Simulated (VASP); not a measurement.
Input of a VASP 6.6.1 run:

INCAR

```
PREC = Accurate ; ENCUT = 600
EDIFF = 1E-6 ; ISMEAR = 0
SIGMA = 0.02 ; LREAL = F
LASPH = T ; NELM = 120
ALGO = Normal ; ISIF = 2
LWAVE = F ; LCHARG = T
GGA = PE ; LELF = T
LVHAR = T ; NBANDS = 16
GGA_COMPAT = F
```

KPOINTS

```
regular mesh
0
Gamma
  12 12 12
```

POSCAR

```
CuCl
1.0
    1.8985507100      1.0961287635      3.0999483470
   -1.8985507100      1.0961287635      3.0999483470
    0.0000000000     -2.1922575269      3.0999483470
Cu Cl
1 1
Direct
    0.0085319845      0.0085319845      0.0085319845
    0.7584666855      0.7584666855      0.7584666855
```

Potentials or basis: VASP PAW PBE potentials, release 64 (Cu, Cl).

Run with:

```sh
$ cat potpaw_PBE.64/Cu/POTCAR potpaw_PBE.64/Cl/POTCAR > POTCAR
$ mpirun -np 1 vasp_std > vasp.out
```

**Question.** What does it give for the band gap on the k mesh?

**Answer.** 0.59 eV, direct.

**Question.** Predict the pressure.

**Answer.** 1.7 GPa.

 A k mesh can miss the band edges.
